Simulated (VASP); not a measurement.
MgO2, 12 atoms in the cell. It takes space group Pa-3 (No. 205, cubic). The conventional cell has a = 4.691 Å, b = 4.691 Å, c = 4.691 Å, α = 90.00°, β = 90.00°, γ = 90.00°. Within 2.7 Å of Mg (site symmetry -3) lie 6 O at 2.01 Å. O (site symmetry 3) has 1 O at 1.46 Å and 3 Mg at 2.01 Å within 2.1 Å. 

```yaml
Program: VASP 6.6.1
Task: single point
Functional: PBEsol
Potentials_or_basis: VASP PAW PBE potentials, release 64 (Mg, O)
Cutoff: 520 eV
k_mesh: 6 × 6 × 6
Occupations: gaussian, width 0.02 eV
Spin: no spin polarisation
Dipole_correction: no
Further_INCAR_settings: ALGO = Normal; EDIFF = 1e-07; NBANDS = 40
```

Potentials or basis: VASP PAW PBE potentials, release 64 (Mg, O).

The run is started by

```bash
$ cat potpaw_PBE.64/Mg/POTCAR potpaw_PBE.64/O/POTCAR > POTCAR
$ mpirun -np 1 vasp_std > vasp.out
```

Hardware: 1 thread of Intel(R) Xeon(R) 6975P-C (Granite Rapids), on a shared host.

**Question.** How long does it take, and how much memory?

**Answer.** It took 41 s on 1 thread of Intel(R) Xeon(R) 6975P-C (Granite Rapids), on a shared host, peak memory 0.24 GiB. Counts: scf iterations 14, k points 24.
